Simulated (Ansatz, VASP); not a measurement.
Two plane-wave programs on WS2

File INCAR:

```
  ALGO = Normal
  EDIFF = 1E-6
  ENCUT = 520
  GGA = PS
  ISIF = 2
  ISMEAR = 0
  LASPH = T
  LCHARG = F
  LREAL = F
  LWAVE = F
  NBANDS = 20
  NELM = 80
  PREC = Accurate
  SIGMA = 0.02
```

The input KPOINTS:

```
k-points
0
Gamma
  12 12 12
```

The input POSCAR:

```
WS2
1.0
    1.5738035139      0.9086358824      6.3704662256
   -1.5738035139      0.9086358824      6.3704662256
    0.0000000000     -1.8172717648      6.3704662257
W S
1 2
Direct
    0.0006715131      0.0006715131      0.0006715131
    0.2520369936      0.2520369936      0.2520369936
    0.4159914932      0.4159914932      0.4159914932
```

Input for Ansatz:

```yaml
crystal:
  lattice:
    - [1.5738035139, 0.9086358824, 6.3704662256]
    - [-1.5738035139, 0.9086358824, 6.3704662256]
    - [0.0, -1.8172717648, 6.3704662257]
  atoms:
    - { symbol: W, position: [0.0006715131, 0.0006715131, 0.0006715131] }
    - { symbol: S, position: [0.2520369936, 0.2520369936, 0.2520369936] }
    - { symbol: S, position: [0.4159914932, 0.4159914932, 0.4159914932] }
basis:
  ecutwfc: 420
kpoints:
  mp_grid: { grid: [12, 12, 12] }
  band_path:
    path:
      - [[0.0, 0.0, 0.0], [-0.5, -0.5, -0.5], [-0.5, -0.18022936, -0.81977064]]
      - [[-0.18022936, 0.18022936, -0.5], [0.0, 0.0, -0.5], [0.0, 0.0, 0.0], [0.0, 0.34011468, -0.34011468]]
      - [[-0.34011468, 0.0, -0.65988532], [-0.5, 0.0, -0.5], [0.0, 0.0, 0.0]]
    npoints: 14
hamiltonian:
  xc: pbesol
scf:
  occupations: { method: gaussian, width: 0.02 }
  n_extra_bands: 7
output:
  forces: true
  stress: true
  eigenvalues: true
  populations: true
  dos: { projected: true, de: 0.02, nscf_kmesh: { grid: [18, 18, 18] } }
  bader: true
  write_density: true
  write_potential: true
  elf: true
  volumetric_format: npy
```

Alike in both runs: task single point; functional PBEsol; k mesh 12 × 12 × 12; occupations gaussian, width 0.02 eV; no spin polarisation.

|  | VASP | Ansatz |
| --- | --- | --- |
| version | VASP 6.6.1 | Ansatz 0.2.0 |
| potentials or method | VASP PAW PBE potentials, release 64 (W_sv, S), cutoff 520 eV | scalar-relativistic, plane waves, PAW |
| valence electrons in the cell | 26 | 26 |

|  | VASP | Ansatz | Ansatz less VASP |
| --- | --- | --- | --- |
| gap on the k mesh at the Fermi level (eV) | 1.16 | 1.15 | -0.015 |
| least direct gap on the mesh (eV) | 1.93 | 1.93 | -0.005 |
| pressure (GPa) | 0.1 | 0.0 | -0.11 |
| rms of the force components (eV/Å) | 0.009 | 0.000 | -0.0092 |

VASP's potentials were made for PBE, not for PBEsol. Atom by atom the forces differ by 0.010 eV/Å (rms over components). With one functional, cell and mesh, what is left measures potentials, basis and numerics.

Spin-orbit coupling is off throughout.
